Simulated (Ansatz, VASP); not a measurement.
**SnO: VASP beside Ansatz**

```
CELL_PARAMETERS angstrom
3.86722 0.00000 0.00000
0.00000 3.86722 0.00000
0.00000 0.00000 5.07538
ATOMIC_POSITIONS crystal
Sn 0.50000 0.00000 0.22843
Sn 0.00000 0.50000 0.77157
O 0.00000 0.00000 0.00000
O 0.50000 0.50000 0.00000
```

Alike in both runs: functional PBE; k mesh 10 × 10 × 8; occupations gaussian, width 0.02 eV; no spin polarisation.

Ansatz relaxed the structure, and its values are those at the end. VASP's run is a single point on that final structure, the one shown.

|  | VASP | Ansatz |
| --- | --- | --- |
| version | VASP 6.6.1 | Ansatz 0.2.0 |
| potentials or method | VASP PAW PBE potentials, release 64 (Sn_d, O), cutoff 600 eV | scalar-relativistic, all-electron LAPW |

VASP gave:

- gap on the k mesh at the Fermi level (eV): 0.51
- least direct gap on the mesh (eV): 1.91
- pressure (GPa): 0.2
- rms of the force components (eV/Å): 0.032

Question: Estimate Ansatz's values.

Answer: gap on the k mesh at the Fermi level (eV): 0.51; least direct gap on the mesh (eV): 1.94; pressure (GPa): 0.0; rms of the force components (eV/Å): 0.000.

Ansatz ran all-electron here, and VASP with PAW potentials.
